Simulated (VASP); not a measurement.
Write the native input for VASP 6.6.1 that does the following.

| Quantity | Value |
| --- | --- |
| Task | single point |
| Functional | PBE |
| Potentials or basis | VASP PAW PBE potentials, release 64 (Si, O) |
| Cutoff | 520 eV |
| k mesh | 6 × 6 × 8 |
| Occupations | gaussian, width 0.05 eV |
| Spin | no spin polarisation |
| Dipole correction | no |
| Further INCAR settings | ALGO = Normal; EDIFF = 1e-06; NBANDS = 25 |

The structure of SiO2 lies in POSCAR:

```
SiO2
1.0
    4.1723000000      0.0000000000      0.0000000000
    0.0000000000      4.1723000000      0.0000000000
    0.0000000000      0.0000000000      2.6091000000
Si O
2 4
Direct
    0.5000000000      0.5000000000      0.5000000000
    0.0000000000      0.0000000000      0.0000000000
    0.6930127928      0.6930127928      0.0000000000
    0.1930127928      0.8069872072      0.5000000000
    0.3069872072      0.3069872072      0.0000000000
    0.8069872072      0.1930127928      0.5000000000
```

The input as run:

INCAR

```
SYSTEM = SiO2
ALGO = Normal
EDIFF = 1E-6
ENCUT = 520
GGA = PE
ISIF = 2
ISMEAR = 0
LASPH = .TRUE.
LCHARG = .FALSE.
LREAL = .FALSE.
LWAVE = .FALSE.
NBANDS = 25
NELM = 60
PREC = Accurate
SIGMA = 0.05
```

KPOINTS

```
k-points
0
G
  6 6 8
  0 0 0
```

Potentials or basis: VASP PAW PBE potentials, release 64 (Si, O).

The run is started by

```console
$ cat potpaw_PBE.64/Si/POTCAR potpaw_PBE.64/O/POTCAR > POTCAR
$ mpirun -np 1 vasp_std > vasp.out
```

It gave:

```
Pressure               : 21.9 GPa
Largest force          : 0.410 eV/Å
Band gap on the k mesh : 6.18 eV, direct
```

Wall time 26 s on 1 thread of Intel(R) Xeon(R) Platinum 8488C (Sapphire Rapids) (shared host), peak memory 0.17 GiB.
